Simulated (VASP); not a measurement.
## MnSi: single point with PBE

Crystal: MnSi.

```xyz
8
Lattice="4.5580 0.0000 0.0000 0.0000 4.5580 0.0000 0.0000 0.0000 4.5580" Properties=species:S:1:pos:R:3 pbc="T T T"
Mn    0.6179    0.6179    0.6179
Mn    2.8969    1.6611    3.9401
Mn    3.9401    2.8969    1.6611
Mn    1.6611    3.9401    2.8969
Si    3.8508    3.8508    3.8508
Si    6.1298   -1.5718    0.7072
Si    0.7072    6.1298   -1.5718
Si   -1.5718    0.7072    6.1298
```

* Program: VASP 6.6.1
* Task: single point
* Functional: PBE
* Potentials or basis: VASP PAW PBE potentials, release 64 (Mn_pv, Si)
* Cutoff: 520 eV
* k mesh: 8 × 8 × 8
* Occupations: fermi-dirac, width 0.05 eV
* Spin: collinear spin, ferromagnetic start
* Starting moments: [1.0, 1.0, 1.0, 1.0, 0.0, 0.0, 0.0, 0.0] μB
* Dipole correction: no
* Further INCAR settings: ALGO = Normal; EDIFF = 1e-06; NBANDS = 48

| Quantity | Value |
| --- | --- |
| Pressure | -5.3 GPa |
| Largest force | 0.014 eV/Å |
| Net moment | 3.96 μB per cell |
| Site moments | Mn +1.06; Si -0.05 μB |
| Valence electrons inside the program's atomic spheres | Mn 11.96; Si 1.63 |

Forces on the atoms (eV/Å):
```
Mn   0.008  0.008  0.008
Mn   0.008 -0.008 -0.008
Mn  -0.008  0.008 -0.008
Mn  -0.008 -0.008  0.008
Si  -0.001 -0.001 -0.001
Si  -0.001  0.001  0.001
Si   0.001 -0.001  0.001
Si   0.001  0.001 -0.001
```

Levels at points of the mesh, in eV from the Fermi level:
Spin up:
```csv
k point,band 34,band 35,band 36,band 37,band 38,band 39
"(0.00, 0.00, 0.00)",-0.41,-0.36,-0.36,0.69,0.69,0.69
"(0.50, 0.00, 0.00)",-0.65,-0.17,-0.17,0.25,0.25,1.73
"(0.50, 0.50, 0.00)",-1.06,-0.62,-0.62,0.69,0.69,1.22
"(0.50, 0.50, 0.50)",-0.72,-0.72,-0.72,0.55,0.55,0.55
```
Spin down:
| k point | band 28 | band 29 | band 30 | band 31 | band 32 | band 33 | band 34 | band 35 | band 36 | band 37 |
| --- | --- | --- | --- | --- | --- | --- | --- | --- | --- | --- |
| (0.00, 0.00, 0.00) | -1.86 | -1.38 | -1.38 | -1.38 | 0.64 | 0.64 | 0.64 | 0.96 | 0.96 | 1.50 |
| (0.50, 0.00, 0.00) | -1.79 | -1.17 | -1.17 | -0.41 | -0.41 | 0.58 | 0.58 | 0.85 | 0.85 | 1.03 |
| (0.50, 0.50, 0.00) | -0.95 | -0.61 | -0.61 | -0.50 | -0.50 | -0.27 | -0.27 | 0.58 | 0.58 | 1.40 |
| (0.50, 0.50, 0.50) | -1.84 | 0.06 | 0.06 | 0.06 | 0.06 | 0.23 | 0.23 | 0.23 | 0.23 | 1.22 |

Run time: 4.4 min on 1 thread of Intel(R) Xeon(R) Platinum 8488C (Sapphire Rapids), on a shared host, peak memory 0.42 GiB.

Caveat: the cell stands under tension.
